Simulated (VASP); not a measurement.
# CdSe (P6_3/mmc) in VASP: single point with LDA

Aim: the single point of CdSe with LDA.

Program: VASP 6.6.1. These are calculated values, not measurements. Logs are shortened: lines on timing, memory, paths and dates and some standing lists are left out, and cuts for length are marked.

## Step 1: The cell of the first run

The structure is hexagonal, space group P6_3/mmc (No. 194). Conventional cell: a = 4.302 Å, b = 4.302 Å, c = 7.021 Å, α = 90.00°, β = 90.00°, γ = 120.00°. Cd (site symmetry -6m2) has 3 Se at 2.48 Å within 3.3 Å. Within 3.3 Å of Se (site symmetry -6m2) lie 3 Cd at 2.48 Å.

## Step 2: Single point, LDA

Contents of INCAR:

```
PREC = Accurate
ENCUT = 520
EDIFF = 1E-6
ISMEAR = 0
SIGMA = 0.01
LREAL = F
LASPH = T
NELM = 60
ALGO = Normal
ISIF = 2
LWAVE = F
LCHARG = F
GGA = CA
NBANDS = 26
```

Contents of KPOINTS:

```
Automatic mesh
0
Gamma
  9 9 6
```

Contents of POSCAR:

```
CdSe
1.0
    4.3021423044      0.0000000000      0.0000000000
   -2.1510711522      3.7257645263      0.0000000000
    0.0000000000      0.0000000000      7.0214577968
Cd Se
2 2
Direct
    0.3333333333      0.6666666667     -0.0620000000
    0.6666666667      0.3333333333      0.4380000000
    0.3333333333      0.6666666667      0.4380000000
    0.6666666667      0.3333333333      0.9380000000
```

Potentials or basis: VASP PAW LDA potentials, release 64 (Cd, Se).

Launch:

```
$ cat potpaw_LDA.64/Cd/POTCAR potpaw_LDA.64/Se/POTCAR > POTCAR
$ mpirun -np 1 vasp_std > vasp.out
```

OUTCAR:

```text
PREC = Accurate
   ENCUT = 520
   EDIFF = 1E-6
   ISMEAR = 0
   LREAL = F
   LASPH = T
   NELM = 60
   ISIF = 2
   GGA = CA

 ion  position               nearest neighbor table
   1  0.333  0.667  0.938-   4 2.48   4 2.48   4 2.48
   2  0.667  0.333  0.438-   3 2.48   3 2.48   3 2.48
   3  0.333  0.667  0.438-   2 2.48   2 2.48   2 2.48
   4  0.667  0.333  0.938-   1 2.48   1 2.48   1 2.48

  LATTYP: Found a hexagonal cell.
 ALAT       =     4.3021423044
 C/A-ratio  =     1.6320840409

  Lattice vectors:

 A1 = (   4.3021423044,   0.0000000000,   0.0000000000)
 A2 = (  -2.1510711522,   3.7257645263,   0.0000000000)
 A3 = (   0.0000000000,   0.0000000000,   7.0214577968)

Analysis of symmetry for initial positions (statically):
=====================================================================
 Subroutine PRICEL returns:
 Original cell was already a primitive cell.

 Routine SETGRP: Setting up the symmetry group for a
 hexagonal supercell.

 Subroutine GETGRP returns: Found 24 space group operations
 (whereof  6 operations were pure point group operations)
 out of a pool of 24 trial point group operations.

The static configuration has the point symmetry C_3v.
 The point group associated with its full space group is D_6h.

Analysis of symmetry for dynamics (positions and initial velocities):
=====================================================================
 Subroutine PRICEL returns:
 Original cell was already a primitive cell.

 Routine SETGRP: Setting up the symmetry group for a
 hexagonal supercell.

 Subroutine GETGRP returns: Found 24 space group operations
 (whereof  6 operations were pure point group operations)
 out of a pool of 24 trial point group operations.

The dynamic configuration has the point symmetry C_3v.
 The point group associated with its full space group is D_6h.

 Subroutine INISYM returns: Found 24 space group operations
 (whereof  6 operations are pure point group operations),
 and found     1 'primitive' translations

----------------------------------------------------------------------------------------

                                     Primitive cell

  volume of cell :     112.5453

  direct lattice vectors                    reciprocal lattice vectors
     4.302142304  0.000000000  0.000000000     0.232442334  0.134200644  0.000000000
    -2.151071152  3.725764526  0.000000000     0.000000000  0.268401289  0.000000000
     0.000000000  0.000000000  7.021457797     0.000000000  0.000000000  0.142420567

  length of vectors
     4.302142304  4.302142304  7.021457797     0.268401289  0.268401289  0.142420567

  position of ions in fractional coordinates (direct lattice)
     0.333333333  0.666666667  0.938000000
     0.666666667  0.333333333  0.438000000
     0.333333333  0.666666667  0.438000000
     0.666666667  0.333333333  0.938000000

  ion indices of the primitive-cell ions
   primitive index   ion index
                 1           1
                 2           2
                 3           3
                 4           4

----------------------------------------------------------------------------------------

 KPOINTS: Automatic mesh

Automatic generation of k-mesh.
 Grid dimensions read from file:
 generate k-points for:    9    9    6

 Generating k-lattice:

  Cartesian coordinates                     Fractional coordinates (reciprocal lattice)
     0.025826926  0.014911183  0.000000000     0.111111111 -0.000000000  0.000000000
     0.000000000  0.029822365  0.000000000     0.000000000  0.111111111  0.000000000
     0.000000000  0.000000000  0.023736761     0.000000000  0.000000000  0.166666667

  Length of vectors
     0.029822365  0.029822365  0.023736761

  Shift w.r.t. Gamma in fractional coordinates (k-lattice)
     0.000000000  0.000000000  0.000000000

 Subroutine IBZKPT returns following result:
 ===========================================

 Found     48 irreducible k-points:

 Following reciprocal coordinates:
            Coordinates               Weight
  0.000000  0.000000  0.000000      1.000000
  0.111111 -0.000000  0.000000      6.000000
  0.222222 -0.000000  0.000000      6.000000
  0.333333 -0.000000  0.000000      6.000000
  0.444444 -0.000000  0.000000      6.000000
  0.111111  0.111111  0.000000      6.000000
[... 16 lines left out ...]
  0.333333  0.222222  0.166667     24.000000
  0.333333  0.333333  0.166667      4.000000
 [... further k-points ...]
   k-points           NKPTS =     48   k-points in BZ     NKDIM =     48   number of bands    NBANDS=     26
   number of dos      NEDOS =    301   number of ions     NIONS =      4
   total plane-waves  NPLWV =  55296
   dimension x,y,z NGX =    32 NGY =   32 NGZ =   54
   dimension x,y,z NGXF=    64 NGYF=   64 NGZF=  108
   ions per type =               2   2
   NGX,Y,Z   is equivalent  to a cutoff of  12.37, 12.37, 12.79 a.u.
   NGXF,Y,Z  is equivalent  to a cutoff of  24.73, 24.73, 25.57 a.u.
 SYSTEM =  unknown system
   PREC   = accura    normal or accurate (medium, high low for compatibility)
   ISTART =      0    job   : 0-new  1-cont  2-samecut
   ICHARG =      2    charge: 1-file 2-atom 10-const
   ISPIN  =      1    spin polarized calculation?
   LNONCOLLINEAR =      F non collinear calculations
   LSORBIT =      F    spin-orbit coupling
   LASPH  =      T    aspherical Exc in radial PAW
   ENCUT  =  520.0 eV  38.22 Ry    6.18 a.u.   8.00  8.00 13.06*2*pi/ulx,y,z
   NELM   =     60;   NELMIN=  2; NELMDL= -5     # of ELM steps
   EDIFF  = 0.1E-05   stopping-criterion for ELM
   LREAL  =      F    real-space projection
   EDIFFG = 0.1E-04   stopping-criterion for IOM
   NSW    =      0    number of steps for IOM
   IBRION =     -1    ionic relax: 0-MD 1-quasi-New 2-CG
   NFREE  =      0    steps in history (QN), initial steepest desc. (CG)
   ISIF   =      2    stress and relaxation
   ISYM   =      2    0-nonsym 1-usesym 2-fastsym
   POTIM  = 0.5000    time-step for ionic-motion
   TEBEG  =    0.0;   TEEND  =   0.0 temperature during run
   PSTRESS=    0.0 pullay stress
   NELECT =      36.0000    total number of electrons
   NUPDOWN=      -1.0000    fix difference up-down
   EMIN   =  10.00;   EMAX   =-10.00  energy-range for DOS
   EFERMI =   0.00;   METHOD = LEGACY
   ISMEAR =     0;   SIGMA  =   0.01  broadening in eV -4-tet -1-fermi 0-gaus
   EFERMI_NEDOS =   21; number of points for ismear=-14 and -15
   IALGO  =     38    algorithm
   IMIX   =      4    mixing-type and parameters
     AMIX     =   0.40;   BMIX     =  1.00
     AMIX_MAG =   1.60;   BMIX_MAG =  1.00
  volume/ion in A,a.u.               =      28.14       189.87
  Fermi-wavevector in a.u.,A,eV,Ry     =   1.119609  2.115755 17.055244  1.253525
  Thomas-Fermi vector in A             =   2.256250
   LORBIT       =      0    0 simple, 1 ext, 2 COOP (PROOUT), +10 PAW based schemes
   GGA     = CA    functional components
   LHFCALC =     F    Hartree Fock is set to
   AEXX    =    0.0000 exact exchange contribution
   IVDW    =     0    specifies the selected vdW correction
   LEPSILON=     F    determine dielectric tensor
   LRPA    =     F    only Hartree local field effects (RPA)
 non-spin polarized calculation
 Gauss-broadening in eV      SIGMA  =   0.01
  energy-cutoff  :      520.00
  volume of cell :      112.55
 maximum number of plane-waves:      3048
 NGX is ok and might be reduce to    32
   NGX = 15   NGY = 15   NGZ = 27

 number of electron      35.9999994 magnetization

 Free energy of the ion-electron system (eV)
  ---------------------------------------------------
  ext. energy  EPLUGINS =         0.00000000
  ---------------------------------------------------
  free energy    TOTEN  =       -12.66038585 eV

  energy without entropy =      -12.66038585  energy(sigma->0) =      -12.66038585

 E-fermi :   0.7331     XC(G=0):  -9.2635

 val. band max:        0.6588328326   @ k =   0.0000   0.0000   0.0000
 cond. band min:       1.4170125806   @ k =   0.0000   0.0000   0.0000
 fundamental gap:      0.7581797479
 Fermi energy:         0.7331397515

 k-point     1 :       0.0000    0.0000    0.0000
  band No.  band energies     occupation
      1     -12.0634      2.00000
      2     -11.7608      2.00000
      3      -7.5951      2.00000
      4      -7.5951      2.00000
      5      -7.5917      2.00000
      6      -7.5917      2.00000
[... 18 lines left out ...]
     25       8.2734      0.00000
     26       8.2929      0.00000

 k-point     2 :       0.1111   -0.0000    0.0000
  band No.  band energies     occupation
      1     -12.0152      2.00000
      2     -11.7268      2.00000
      3      -7.5710      2.00000
      4      -7.5704      2.00000
      5      -7.5625      2.00000
      6      -7.5582      2.00000
[... 18 lines left out ...]
     25       7.7401      0.00000
     26       7.9698      0.00000

 k-point     3 :       0.2222   -0.0000    0.0000
  band No.  band energies     occupation
      1     -11.8886      2.00000
      2     -11.6426      2.00000
      3      -7.4939      2.00000
      4      -7.4879      2.00000
      5      -7.4768      2.00000
      6      -7.4699      2.00000
[... 18 lines left out ...]
     25       7.9985      0.00000
     26       8.7388      0.00000

 k-point     4 :       0.3333   -0.0000    0.0000
  band No.  band energies     occupation
      1     -11.7339      2.00000
      2     -11.5534      2.00000
      3      -7.3735      2.00000
      4      -7.3627      2.00000
      5      -7.3528      2.00000
      6      -7.3367      2.00000
[... 18 lines left out ...]
     25       9.1512      0.00000
     26       9.4837      0.00000
[... 496 lines left out ...]
      1     -11.6498      2.00000
      2     -11.5274      2.00000
      3      -7.3785      2.00000
      4      -7.3673      2.00000
      5      -7.2378      2.00000
      6      -7.2364      2.00000
[... 18 lines left out ...]
     25       7.6798      0.00000
     26       9.8043      0.00000

 k-point    23 :       0.3333    0.2222    0.1667
  band No.  band energies     occupation
      1     -11.5579      2.00000
      2     -11.4959      2.00000
      3      -7.2997      2.00000
      4      -7.2883      2.00000
      5      -7.1894      2.00000
      6      -7.1833      2.00000
[... 18 lines left out ...]
     25       8.4528      0.00000
     26       9.7789      0.00000

 k-point    24 :       0.3333    0.3333    0.1667
  band No.  band energies     occupation
      1     -11.5057      2.00000
      2     -11.5057      2.00000
      3      -7.2554      2.00000
      4      -7.2392      2.00000
      5      -7.2091      2.00000
      6      -7.2091      2.00000
[... 18 lines left out ...]
     25       8.8410      0.00000
     26       8.8410      0.00000

 [... further k-points ...]
[... 5 lines left out ...]
  --------------------------------------------------------------------------------------
  -------------------------------------------------------------------------------------
  Total        3.5266083      3.5266083     -2.3904274      0.0000000     -0.0000000      0.0000000
  in kB       50.2042341     50.2042341    -34.0297433      0.0000000     -0.0000000      0.0000000
  external PRESSURE =      22.1262417 kB  Pullay stress =       0.0000000 kB

 VOLUME and BASIS-vectors are now :
 -----------------------------------------------------------------------------
  energy-cutoff  :      520.00
  volume of cell :      112.55
      direct lattice vectors                 reciprocal lattice vectors
     4.302142304  0.000000000  0.000000000     0.232442334  0.134200644  0.000000000
    -2.151071152  3.725764526  0.000000000     0.000000000  0.268401289  0.000000000
     0.000000000  0.000000000  7.021457797     0.000000000  0.000000000  0.142420567

 POSITION                                       TOTAL-FORCE (eV/Angst)
 -----------------------------------------------------------------------------------
     -0.00000      2.48384      6.58613         0.000000     -0.000000      0.000000
      2.15107      1.24192      3.07540        -0.000000     -0.000000     -0.000000
     -0.00000      2.48384      3.07540        -0.000000      0.000000     -0.000000
      2.15107      1.24192      6.58613        -0.000000     -0.000000     -0.000000
 -----------------------------------------------------------------------------------
    total drift:                               -0.000000      0.000000     -0.000072

  FREE ENERGIE OF THE ION-ELECTRON SYSTEM (eV)
  ---------------------------------------------------
  free  energy   TOTEN  =       -12.6603858504 eV

  energy  without entropy=      -12.6603858504  energy(sigma->0) =      -12.66038585
```

Wall time 2.6 min (1 thread of Intel Xeon 8259CL, shared host); peak memory 0.26 GiB.

What came out:

```yaml
Free_energy: -12.6604 eV
Pressure: 2.2 GPa
Band_gap_on_the_k_mesh: 0.76 eV
```

Caveat: an odd mesh through Γ misses points on the zone boundary, where band edges can lie.
